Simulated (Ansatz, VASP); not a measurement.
## Two plane-wave programs on Ge

The input INCAR:

```
SYSTEM = Ge
ALGO = Normal
DIPOL = 0.5 0.5 0.500
EDIFF = 1E-6
ENCUT = 520
GGA = PE
IDIPOL = 3
ISIF = 2
ISMEAR = 0
LASPH = .True.
LCHARG = .False.
LDIPOL = .True.
LREAL = .False.
LWAVE = .False.
NBANDS = 51
NELM = 100
PREC = Accurate
SIGMA = 0.1
```

Contents of KPOINTS:

```
k-points
0
Gamma
  9 9 1
  0 0 0
```

The input POSCAR:

```
Ge
1.0
    4.0581567079      0.0000000000      0.0000000000
   -2.0290783540      3.5144668016      0.0000000000
    0.0000000000      0.0000000000     22.5329916876
Ge
6
Direct
    0.3333333333      0.6666666667      0.3328452832
    0.6666666667      0.3333333333      0.3701445245
    0.6666666667      0.3333333333      0.4813503793
    0.3333333333      0.6666666667      0.5186496207
    0.3333333333      0.6666666667      0.6298554755
    0.6666666667      0.3333333333      0.6671547168
```

Input for Ansatz:

```yaml
crystal:
  lattice:
    - [4.0581567079, 0.0, 0.0]
    - [-2.029078354, 3.5144668016, 0.0]
    - [0.0, 0.0, 22.5329916876]
  atoms:
    - { symbol: Ge, position: [0.3333333333, 0.6666666667, 0.3328452832] }
    - { symbol: Ge, position: [0.6666666667, 0.3333333333, 0.3701445245] }
    - { symbol: Ge, position: [0.6666666667, 0.3333333333, 0.4813503793] }
    - { symbol: Ge, position: [0.3333333333, 0.6666666667, 0.5186496207] }
    - { symbol: Ge, position: [0.3333333333, 0.6666666667, 0.6298554755] }
    - { symbol: Ge, position: [0.6666666667, 0.3333333333, 0.6671547168] }
basis:
  ecutwfc: 420
kpoints:
  mp_grid: { grid: [9, 9, 1] }
hamiltonian:
  xc: pbe
scf:
  occupations: { method: gaussian, width: 0.1 }
output:
  forces: true
  stress: true
  eigenvalues: true
efield:
  axis: 3
  dipole_correction: true
  ramp_width: 0.04
```

Alike in both runs: task single point; functional PBE; k mesh 9 × 9 × 1; occupations gaussian, width 0.1 eV; no spin polarisation.

|  | VASP | Ansatz |
| --- | --- | --- |
| version | VASP 6.6.1 | Ansatz 0.2.0 |
| potentials or method | VASP PAW PBE potentials, release 64 (Ge_d), cutoff 520 eV | scalar-relativistic, plane waves, PAW |
| valence electrons in the cell | 84 | 84 |

```tsv
	VASP	Ansatz	Ansatz less VASP
gap on the k mesh at the Fermi level (eV)	none	none	-
rms of the force components (eV/Å)	0.124	0.124	+0.0003
```

Atom by atom the forces differ by 0.001 eV/Å (rms over components). A gap of «none» marks a metal or a gap that the smearing closes.
